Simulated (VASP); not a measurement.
Wanted: the native input for a VASP 6.6.1 run.

```
Task                   : single point
Functional             : PBE
Potentials or basis    : VASP PAW PBE potentials, release 64 (Co, Cl)
Cutoff                 : 520 eV
k mesh                 : 6 × 6 × 6
Occupations            : gaussian, width 0.05 eV
Spin                   : collinear spin, ferromagnetic start
Starting moments       : [2.68, 0.0, 0.0, 0.0] μB
Hubbard terms          : Co d U = 3.3 eV
Dipole correction      : no
Further INCAR settings : ALGO = Normal; EDIFF = 1e-07; NBANDS = 27
```

The structure of CoCl3 lies in POSCAR:

```
CoCl3
1.0
    4.7790041477      0.0000000000      0.0000000000
    0.0000000000      4.7790041477      0.0000000000
    0.0000000000      0.0000000000      4.7790041477
Co Cl
1 3
Direct
    0.0000000000      0.0000000000      0.0000000000
    0.5000000000      0.0000000000      0.0000000000
    0.0000000000      0.0000000000      0.5000000000
    0.0000000000      0.5000000000      0.0000000000
```

These files were run (other wordings do the same):

INCAR

```
ALGO = Normal ; EDIFF = 1E-7
ENCUT = 520 ; GGA = PE
ISIF = 2 ; ISMEAR = 0
ISPIN = 2 ; LASPH = T
LCHARG = F ; LDAU = T
LDAUJ = 0 0 ; LDAUL = 2 -1
LDAUPRINT = 1 ; LDAUTYPE = 2
LDAUU = 3.3 0 ; LMAXMIX = 4
LORBIT = 11 ; LREAL = F
LWAVE = F ; MAGMOM = 2.68 0 0 0
NBANDS = 27 ; NELM = 150
PREC = Accurate ; SIGMA = 0.05
```

KPOINTS

```
k-points
0
Gamma
  6 6 6
```

Potentials or basis: VASP PAW PBE potentials, release 64 (Co, Cl).

Run with:

```console
$ cat potpaw_PBE.64/Co/POTCAR potpaw_PBE.64/Cl/POTCAR > POTCAR
$ mpirun -np 1 vasp_std > vasp.out
```

Results of the run:

```yaml
Pressure: -0.4 GPa
Net_moment: 3.81 μB per cell
Site_moments: Co +2.74; Cl +0.28 μB
Valence_electrons_inside_the_program's_atomic_spheres: Co 7.66; Cl 5.08
```

Caveat: a cell with one magnetic atom can't hold antiferromagnetic order, which such compounds often take.

Run time: 2.6 min on 1 thread of Oxide Virtual Turin-like Processor, on a shared host, peak memory 0.25 GiB.
